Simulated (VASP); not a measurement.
# Fe2O3 (R-3c) in VASP: notebook, part 2 of 2

VASP 6.6.1.

### Step 4. Relaxation of cell and atoms, PBE+D3(BJ), collinear spin, ferromagnetic start

Input file INCAR:

```
ALGO = Normal
EDIFF = 1E-7
EDIFFG = -0.01
ENCUT = 600
GGA = PE
GGA_COMPAT = False
IBRION = 2
ISIF = 3
ISMEAR = -1
ISPIN = 2
IVDW = 12
KPAR = 4
LASPH = True
LCHARG = False
LMAXMIX = 4
LORBIT = 11
LREAL = False
LWAVE = False
MAGMOM = 3 3 3 3 0 0 0 0 0 0
NELM = 200
NELMIN = 4
NSW = 60
PREC = Accurate
SIGMA = 0.05
```

Input file KPOINTS:

```
k-points
0
Gamma
  7 7 7
```

Input file POSCAR:

```
Fe2O3
1.0
    2.5190000000      1.4543453281      4.5906666667
   -2.5190000000      1.4543453281      4.5906666667
    0.0000000000     -2.9086906562      4.5906666667
Fe O
4 6
Direct
    0.3553000000      0.3553000000      0.3553000000
    0.1447000000      0.1447000000      0.1447000000
    0.6447000000      0.6447000000      0.6447000000
    0.8553000000      0.8553000000      0.8553000000
    0.5559000000      0.2500000000      0.9441000000
    0.2500000000      0.9441000000      0.5559000000
    0.9441000000      0.5559000000      0.2500000000
    0.4441000000      0.7500000000      0.0559000000
    0.7500000000      0.0559000000      0.4441000000
    0.0559000000      0.4441000000      0.7500000000
```

Potentials or basis: VASP PAW PBE potentials, release 64 (Fe, O).

Started as:

```
$ cat potpaw_PBE.64/Fe/POTCAR potpaw_PBE.64/O/POTCAR > POTCAR
$ mpirun -np 4 vasp_std > vasp.out
```

OUTCAR:

```text
EDIFF = 1E-7
   EDIFFG = -0.01
   ENCUT = 600
   GGA = PE
   IBRION = 2
   ISIF = 3
   ISMEAR = -1
   ISPIN = 2
   IVDW = 12
   LASPH = True
   LORBIT = 11
   LREAL = False
   NELM = 200
   NELMIN = 4
   NSW = 60
   PREC = Accurate
 IVDW          = 12

 ion  position               nearest neighbor table
   1  0.355  0.355  0.355-   9 1.95  10 1.95   8 1.95   7 2.12   5 2.12   6 2.12   2 2.90   3 2.97
                             3 2.97   3 2.97
   2  0.145  0.145  0.145-   8 1.95  10 1.95   9 1.95   7 2.12   5 2.12   6 2.12   1 2.90   4 2.97
                             4 2.97   4 2.97
   3  0.645  0.645  0.645-   6 1.95   7 1.95   5 1.95  10 2.12   9 2.12   8 2.12   4 2.90   1 2.97
                             1 2.97   1 2.97
   4  0.855  0.855  0.855-   5 1.95   7 1.95   6 1.95  10 2.12   9 2.12   8 2.12   3 2.90   2 2.97
                             2 2.97   2 2.97
   5  0.556  0.250  0.944-   4 1.95   3 1.95   1 2.12   2 2.12
   6  0.250  0.944  0.556-   3 1.95   4 1.95   1 2.12   2 2.12
   7  0.944  0.556  0.250-   3 1.95   4 1.95   1 2.12   2 2.12
   8  0.444  0.750  0.056-   2 1.95   1 1.95   3 2.12   4 2.12
   9  0.750  0.056  0.444-   1 1.95   2 1.95   3 2.12   4 2.12
  10  0.056  0.444  0.750-   1 1.95   2 1.95   3 2.12   4 2.12

  LATTYP: Found a trigonal (rhomboedric) cell.
 ALAT       =     5.4345838643
 COS(alpha) =     0.5703114900

  Lattice vectors:

 A1 = (   2.5190000000,   1.4543453281,   4.5906666667)
 A2 = (  -2.5190000000,   1.4543453281,   4.5906666667)
 A3 = (   0.0000000000,  -2.9086906562,   4.5906666667)

Analysis of symmetry for initial positions (statically):
[... 459 lines left out ...]
  energy without entropy =      -74.62372022  energy(sigma->0) =      -74.66006571

 E-fermi :   5.7101     XC(G=0): -12.4868

 val. band max:        5.7097367858   @ k =  -0.4286   0.2857   0.2857
 cond. band min:       5.7125267511   @ k =  -0.2857   0.1429   0.0000
 fundamental gap:      0.0027899652
 Fermi energy:         5.7100875999

 spin component 1

 k-point     1 :       0.0000    0.0000    0.0000
  band No.  band energies     occupation
      1     -15.5369      1.00000
      2     -13.6189      1.00000
      3     -13.5995      1.00000
      4     -13.5995      1.00000
      5     -13.4434      1.00000
      6     -13.4434      1.00000
[... 1165 lines left out ...]
     45      13.2748      0.00000
     46      15.4572      0.00000

 [... further k-points ...]

 spin component 2

 k-point     1 :       0.0000    0.0000    0.0000
  band No.  band energies     occupation
      1     -15.4714      1.00000
      2     -13.5571      1.00000
      3     -13.5329      1.00000
      4     -13.5329      1.00000
      5     -13.3795      1.00000
      6     -13.3795      1.00000
[... 1208 lines left out ...]
  FREE ENERGIE OF THE ION-ELECTRON SYSTEM (eV)
  ---------------------------------------------------
  free  energy   TOTEN  =       -76.6435159684 eV

  energy  without entropy=      -76.5708249960  energy(sigma->0) =      -76.60717048

 reached required accuracy - stopping structural energy minimisation

 total charge

# of ion       s       p       d       tot
------------------------------------------
    1        0.414   0.665   6.318   7.398
    2        0.414   0.665   6.318   7.398
    3        0.414   0.665   6.318   7.398
    4        0.414   0.665   6.318   7.398
    5        1.558   3.460   0.000   5.018
    6        1.558   3.460   0.000   5.018
    7        1.558   3.460   0.000   5.018
    8        1.558   3.460   0.000   5.018
    9        1.558   3.460   0.000   5.018
   10        1.558   3.460   0.000   5.018
--------------------------------------------------
tot         11.003  23.424  25.271  59.698

 magnetization (x)

# of ion       s       p       d       tot
------------------------------------------
    1        0.007   0.010   0.925   0.941
    2        0.007   0.010   0.925   0.941
    3        0.007   0.010   0.925   0.941
    4        0.007   0.010   0.925   0.941
    5        0.000   0.029   0.000   0.029
    6        0.000   0.029   0.000   0.029
    7        0.000   0.029   0.000   0.029
    8        0.000   0.029   0.000   0.029
    9        0.000   0.029   0.000   0.029
   10        0.000   0.029   0.000   0.029
--------------------------------------------------
tot          0.028   0.214   3.699   3.941
```

OSZICAR:

```text
N       E                     dE             d eps       ncg     rms          rms(c)
DAV:   1     0.861178336135E+03    0.86118E+03   -0.34030E+04  8096   0.194E+03
DAV:   2     0.670720475543E+02   -0.79411E+03   -0.73337E+03  8438   0.473E+02
[... 354 lines left out ...]
       N       E                     dE             d eps       ncg     rms          rms(c)
DAV:   1    -0.746965217952E+02   -0.11045E-02   -0.31134E-02  8096   0.105E+00    0.122E-01
DAV:   2    -0.746964466173E+02    0.75178E-04   -0.97859E-04 10986   0.277E-01    0.621E-02
DAV:   3    -0.746964285408E+02    0.18076E-04   -0.10999E-04 12582   0.140E-01    0.509E-02
DAV:   4    -0.746964143611E+02    0.14180E-04   -0.35753E-05 11158   0.103E-01    0.186E-02
DAV:   5    -0.746964112842E+02    0.30769E-05   -0.65794E-06 12092   0.308E-02    0.114E-02
DAV:   6    -0.746964111952E+02    0.89046E-07   -0.98140E-07  9784   0.884E-03
  14 F= -.76643516E+02 E0= -.76607170E+02  d E =-.501794E-03  mag=     4.0006
```

It took 77 min on 4 MPI ranks of Intel Xeon Platinum 8488C (Sapphire Rapids), shared host; peak memory 0.69 GiB.

What came out:

* Free energy: -76.6435 eV
* Relaxed volume: 8.67 Å³/atom
* Relaxed cell: a = 5.206 Å, b = 5.206 Å, c = 5.206 Å, α = 54.38°, β = 54.38°, γ = 54.38°
* Space group after relaxing (to 0.1 Å): R-3c (No. 167)
* Energy gained by relaxing: 133.6 meV/atom
* Ionic steps: 14
* Pressure after relaxing: 0.0 GPa
* Largest force after relaxing: 0.004 eV/Å
* Band gap on the k mesh: zero (filled and empty bands overlap)
* Net moment: 4.00 μB per cell
* Site moments: Fe +0.94; O +0.03 μB
* Valence electrons inside the program's atomic spheres: Fe 7.40; O 5.02
* Dispersion energy per atom: -0.195 eV

Forces in eV/Å, atoms in the order of the input:
```
Fe   0.000  0.000  0.002
Fe   0.000  0.000 -0.002
Fe   0.000  0.000 -0.002
Fe   0.000  0.000  0.002
O   -0.002 -0.003  0.000
O   -0.002  0.003  0.000
O    0.004  0.000  0.000
O    0.002  0.003  0.000
O    0.002 -0.003  0.000
O   -0.004  0.000  0.000
```

Step by step:
| step | energy change (eV) | largest force (eV/Å) | pressure (GPa) | volume (Å³) |
| --- | --- | --- | --- | --- |
| 1 | 0.0000 | 0.9096 | -7.74 | 100.91 |
| 2 | -0.6378 | 0.9701 | -14.41 | 93.95 |
| 3 | 0.7508 | 2.2487 | 58.93 | 75.01 |
| 4 | -1.1891 | 0.7329 | -5.90 | 88.90 |
| 5 | -1.2567 | 0.3346 | 5.89 | 85.11 |
| 6 | -1.2699 | 0.4689 | 2.12 | 86.20 |
| 7 | -1.3247 | 0.1055 | -0.49 | 86.95 |
| 8 | -1.3250 | 0.0928 | -0.71 | 87.01 |
| 9 | -1.3340 | 0.0248 | 0.45 | 86.55 |
| 10 | -1.3341 | 0.0412 | 0.63 | 86.49 |
| 11 | -1.3354 | 0.0463 | -0.74 | 86.92 |
| 12 | -1.3357 | 0.0446 | -0.33 | 86.79 |
| 13 | -1.3361 | 0.0133 | 0.19 | 86.65 |
| 14 | -1.3362 | 0.0039 | 0.04 | 86.69 |

Final structure:
```
CELL_PARAMETERS angstrom
2.37893 1.37347 4.42208
-2.37893 1.37347 4.42208
0.00000 -2.74695 4.42208
ATOMIC_POSITIONS crystal
Fe 0.34563 0.34563 0.34563
Fe 0.15437 0.15437 0.15437
Fe 0.65437 0.65437 0.65437
Fe 0.84563 0.84563 0.84563
O 0.56373 0.25000 0.93627
O 0.25000 0.93627 0.56373
O 0.93627 0.56373 0.25000
O 0.43627 0.75000 0.06373
O 0.75000 0.06373 0.43627
O 0.06373 0.43627 0.75000
```

Levels at points of the mesh, in eV from the Fermi level:
Spin up:
```csv
k point,band 32,band 33,band 34,band 35,band 36,band 37,band 38,band 39,band 40,band 41
"(0.00, 0.00, 0.00)",-1.49,-1.01,-0.60,-0.54,-0.54,0.45,0.45,0.62,0.62,2.27
```
Spin down:
| k point | band 28 | band 29 | band 30 | band 31 | band 32 | band 33 | band 34 | band 35 | band 36 | band 37 |
| --- | --- | --- | --- | --- | --- | --- | --- | --- | --- | --- |
| (0.00, 0.00, 0.00) | -0.78 | -0.78 | -0.68 | -0.68 | -0.32 | 0.31 | 0.31 | 0.46 | 0.90 | 1.09 |

Caveat: semilocal functionals often make such compounds metallic where correlation or magnetic order opens a gap, which also shifts bond lengths; the run started ferromagnetic, and an antiferromagnetic order may lie lower in energy. With open d or f shells a metallic result of PBE can be an artefact of self-interaction; +U or a hybrid may open a gap.

### Step 5. Single point, PBE exchange alone, collinear spin, ferromagnetic start

Input file INCAR:

```
AGGAC = 0.0 ; ALDAC = 0.0
ALGO = Normal ; EDIFF = 1E-6
ENCUT = 600 ; GGA = PE
GGA_COMPAT = False ; ISIF = 2
ISMEAR = -1 ; ISPIN = 2
LASPH = True ; LCHARG = False
LMAXMIX = 4 ; LORBIT = 11
LREAL = False ; LWAVE = False
MAGMOM = 3 3 3 3 0 0 0 0 0 0 ; NBANDS = 49
NELM = 200 ; PREC = Accurate
SIGMA = 0.05
```

KPOINTS is that of step 4.

POSCAR is that of step 4.

Started as:

```
$ cat potpaw_PBE.64/Fe/POTCAR potpaw_PBE.64/O/POTCAR > POTCAR
$ mpirun -np 1 vasp_std > vasp.out
```

Run time: 35 min. Hardware: 1 thread of Oxide Virtual Turin-like, shared host; peak memory 0.61 GiB.

The run converged. Its results:

| Item | Value |
| --- | --- |
| Free energy | -63.4374 eV |
| Pressure | 25.7 GPa |
| Largest force | 0.274 eV/Å |
| Net moment | 17.46 μB per cell |
| Site moments | Fe +3.77; O +0.30 μB |
| Valence electrons inside the program's atomic spheres | Fe 6.80; O 5.02 |

Forces on the atoms (eV/Å):
```
Fe   0.000  0.000 -0.274
Fe   0.000  0.000  0.274
Fe   0.000  0.000  0.274
Fe   0.000  0.000 -0.274
O    0.063  0.109  0.000
O    0.063 -0.109  0.000
O   -0.126  0.000  0.000
O   -0.063 -0.109  0.000
O   -0.063  0.109  0.000
O    0.126  0.000  0.000
```

Stress tensor (GPa, compression positive):
```
26.85  0.00  0.00
 0.00 26.85  0.00
 0.00  0.00 23.53
```

Levels at points of the mesh, in eV from the Fermi level:
Spin up:
```csv
k point,band 39,band 40,band 41,band 42,band 43,band 44,band 45,band 46,band 47,band 48
"(0.00, 0.00, 0.00)",-0.96,-0.96,-0.14,-0.14,0.42,0.42,4.04,8.03,10.07,10.30
```
Spin down:
```tsv
k point	band 23	band 24	band 25	band 26	band 27	band 28
(0.00, 0.00, 0.00)	-2.01	-1.99	0.04	0.05	0.05	0.40
```

Caveat: the cell stands under pressure; semilocal functionals often make such compounds metallic where correlation or magnetic order opens a gap, which also shifts bond lengths; the run started ferromagnetic, and an antiferromagnetic order may lie lower in energy.

### Step 6. Single point, PBE, collinear spin, ferromagnetic start

Input file INCAR:

```
SYSTEM = Fe2O3
PREC = Accurate ; ENCUT = 600
EDIFF = 1E-6 ; ISMEAR = -1
SIGMA = 0.05 ; LREAL = .False.
LASPH = .True. ; NELM = 200
ALGO = Normal ; ISIF = 2
LWAVE = .False. ; LCHARG = .False.
ISPIN = 2 ; MAGMOM = 3 3 3 3 0 0 0 0 0 0
LORBIT = 11 ; LMAXMIX = 4
GGA = PE ; NBANDS = 49
GGA_COMPAT = .False.
```

Input file KPOINTS:

```
Automatic mesh
0
Gamma
  4 4 4
  0 0 0
```

POSCAR is that of step 5.

Potentials or basis: VASP PAW PBE potentials, release 64 (Fe, O).

Started as:

```
$ cat potpaw_PBE.64/Fe/POTCAR potpaw_PBE.64/O/POTCAR > POTCAR
$ mpirun -np 1 vasp_std > vasp.out
```

OUTCAR:

```text
SYSTEM = Fe2O3
   PREC = Accurate
   ENCUT = 600
   EDIFF = 1E-6
   ISMEAR = -1
   LREAL = .False.
   LASPH = .True.
   NELM = 200
   ISIF = 2
   ISPIN = 2
   LORBIT = 11
   GGA = PE

 ion  position               nearest neighbor table
   1  0.355  0.355  0.355-   9 1.95  10 1.95   8 1.95   7 2.12   5 2.12   6 2.12   2 2.90   3 2.97
                             3 2.97   3 2.97
   2  0.145  0.145  0.145-   8 1.95  10 1.95   9 1.95   7 2.12   5 2.12   6 2.12   1 2.90   4 2.97
                             4 2.97   4 2.97
   3  0.645  0.645  0.645-   6 1.95   7 1.95   5 1.95  10 2.12   9 2.12   8 2.12   4 2.90   1 2.97
                             1 2.97   1 2.97
   4  0.855  0.855  0.855-   5 1.95   7 1.95   6 1.95  10 2.12   9 2.12   8 2.12   3 2.90   2 2.97
                             2 2.97   2 2.97
   5  0.556  0.250  0.944-   4 1.95   3 1.95   1 2.12   2 2.12
   6  0.250  0.944  0.556-   3 1.95   4 1.95   1 2.12   2 2.12
   7  0.944  0.556  0.250-   3 1.95   4 1.95   1 2.12   2 2.12
   8  0.444  0.750  0.056-   2 1.95   1 1.95   3 2.12   4 2.12
   9  0.750  0.056  0.444-   1 1.95   2 1.95   3 2.12   4 2.12
  10  0.056  0.444  0.750-   1 1.95   2 1.95   3 2.12   4 2.12

  LATTYP: Found a trigonal (rhomboedric) cell.
 ALAT       =     5.4345838643
 COS(alpha) =     0.5703114900
[... 1506 lines left out ...]
     0.000000000 -2.908690656  4.590666667     0.000000000 -0.229198201  0.072611095

 POSITION                                       TOTAL-FORCE (eV/Angst)
 -----------------------------------------------------------------------------------
      0.00000      0.00000      4.89319        -0.000000     -0.000000     -0.923005
      0.00000      0.00000      1.99281        -0.000000      0.000000      0.923005
      0.00000      0.00000      8.87881        -0.000000     -0.000000      0.923005
      0.00000      0.00000     11.77919        -0.000000     -0.000000     -0.923005
      0.77056     -1.57404      8.03367         0.065182      0.112899     -0.000000
     -1.74844      0.11969      8.03367         0.065182     -0.112899     -0.000000
      0.97788      1.45435      8.03367        -0.130364     -0.000000     -0.000000
     -0.77056      1.57404      5.73833        -0.065182     -0.112899     -0.000000
      1.74844     -0.11969      5.73833        -0.065182      0.112899     -0.000000
     -0.97788     -1.45435      5.73833         0.130364     -0.000000     -0.000000
 -----------------------------------------------------------------------------------
    total drift:                                0.000000      0.000000      0.000000

  FREE ENERGIE OF THE ION-ELECTRON SYSTEM (eV)
  ---------------------------------------------------
  free  energy   TOTEN  =       -73.6496400295 eV

  energy  without entropy=      -73.5523103718  energy(sigma->0) =      -73.60097520

 total charge

# of ion       s       p       d       tot
------------------------------------------
    1        0.361   0.511   6.013   6.885
    2        0.361   0.511   6.013   6.885
    3        0.361   0.511   6.013   6.885
    4        0.361   0.511   6.013   6.885
    5        1.569   3.404   0.000   4.973
    6        1.569   3.404   0.000   4.973
    7        1.569   3.404   0.000   4.973
    8        1.569   3.404   0.000   4.973
    9        1.569   3.404   0.000   4.973
   10        1.569   3.404   0.000   4.973
--------------------------------------------------
tot         10.858  22.466  24.054  57.377

 magnetization (x)

# of ion       s       p       d       tot
------------------------------------------
    1        0.024   0.035   3.018   3.077
    2        0.024   0.035   3.018   3.077
    3        0.024   0.035   3.018   3.077
    4        0.024   0.035   3.018   3.077
    5        0.020   0.119   0.000   0.139
    6        0.020   0.119   0.000   0.139
    7        0.020   0.119   0.000   0.139
    8        0.020   0.119   0.000   0.139
    9        0.020   0.119   0.000   0.139
   10        0.020   0.119   0.000   0.139
--------------------------------------------------
tot          0.217   0.854  12.072  13.143
```

OSZICAR:

```text
N       E                     dE             d eps       ncg     rms          rms(c)
DAV:   1     0.852442088337E+03    0.85244E+03   -0.33640E+04  2548   0.182E+03
DAV:   2     0.531147365540E+02   -0.79933E+03   -0.72671E+03  2679   0.451E+02
DAV:   3    -0.869355140166E+02   -0.14005E+03   -0.12913E+03  2911   0.208E+02
DAV:   4    -0.946732934314E+02   -0.77378E+01   -0.76311E+01  3128   0.517E+01
[... 10 lines left out ...]
DAV:  15    -0.736496950294E+02   -0.24982E-03   -0.10304E-03  3785   0.219E-01    0.108E-01
DAV:  16    -0.736496576232E+02    0.37406E-04   -0.20021E-04  3656   0.117E-01    0.756E-02
DAV:  17    -0.736496341886E+02    0.23435E-04   -0.15952E-04  3645   0.921E-02    0.357E-02
DAV:  18    -0.736496396300E+02   -0.54414E-05   -0.19985E-05  3450   0.669E-02    0.125E-02
DAV:  19    -0.736496400295E+02   -0.39955E-06   -0.65855E-06  2641   0.245E-02
   1 F= -.73649640E+02 E0= -.73600975E+02  d E =-.973297E-01  mag=    13.5294
```

stdout:

```text
POSCAR found type information on POSCAR FeO
 POSCAR found :  2 types and      10 ions
 scaLAPACK will be used
 LDA part: xc-table for (Slater+PW92), standard interpolation
 POSCAR, INCAR and KPOINTS ok, starting setup
 FFT: planning ... GRIDC
 FFT: planning ... GRID_SOFT
 FFT: planning ... GRID
 WAVECAR not read
 entering main loop
```

Wall time 7.6 min (1 thread of Oxide Virtual Turin-like, shared host); peak memory 0.41 GiB.

Results:

- Free energy: -73.6496 eV
- Pressure: -5.1 GPa
- Largest force: 0.923 eV/Å
- Net moment: 13.53 μB per cell
- Site moments: Fe +3.08; O +0.14 μB
- Valence electrons inside the program's atomic spheres: Fe 6.88; O 4.97

Forces on the atoms (eV/Å):
```
Fe   0.000  0.000 -0.923
Fe   0.000  0.000  0.923
Fe   0.000  0.000  0.923
Fe   0.000  0.000 -0.923
O    0.065  0.113  0.000
O    0.065 -0.113  0.000
O   -0.130  0.000  0.000
O   -0.065 -0.113  0.000
O   -0.065  0.113  0.000
O    0.130  0.000  0.000
```

Stress tensor (GPa, compression positive):
```
-5.02  0.00  0.00
 0.00 -5.02  0.00
 0.00  0.00 -5.23
```

Caveat: the k points lie up to 0.38 Å⁻¹ apart; semilocal functionals often make such compounds metallic where correlation or magnetic order opens a gap, which also shifts bond lengths; the run started ferromagnetic, and an antiferromagnetic order may lie lower in energy. With open d or f shells a metallic result of PBE can be an artefact of self-interaction; +U or a hybrid may open a gap.

### Step 7. Overview

```tsv
task	level	cell	k mesh	cutoff (eV)	gap on the mesh (eV)	pressure (GPa)	moment (μB)	relaxed volume (Å³/atom)	largest force (eV/Å)
relaxation of cell and atoms	PBE	relaxed	7 × 7 × 7	600	none	0.1	4.00	8.79	0.01
single point	PBE	as given	7 × 7 × 7	520	none	-4.8	13.54	-	0.92
relaxation of cell and atoms	PBE+D3(BJ)	relaxed	7 × 7 × 7	600	none	0.0	4.00	8.67	-
single point	PBE exchange alone	as given	7 × 7 × 7	600	none	25.7	17.46	-	0.27
single point	PBE	as given	4 × 4 × 4	600	none	-5.1	13.53	-	0.92
```

Alike in all rows: potentials or basis VASP PAW PBE potentials, release 64 (Fe, O); spin collinear, ferromagnetic start; smearing fermi-dirac 0.05 eV.

Caveats: some runs use coarse meshes; semilocal functionals often make such compounds metallic where correlation or magnetic order opens a gap, which also shifts bond lengths; the run started ferromagnetic, and an antiferromagnetic order may lie lower in energy; the cell stands under tension (at least some runs); the cell stands under pressure (at least some runs).

Absolute energies hang on the potentials; compare differences alone.
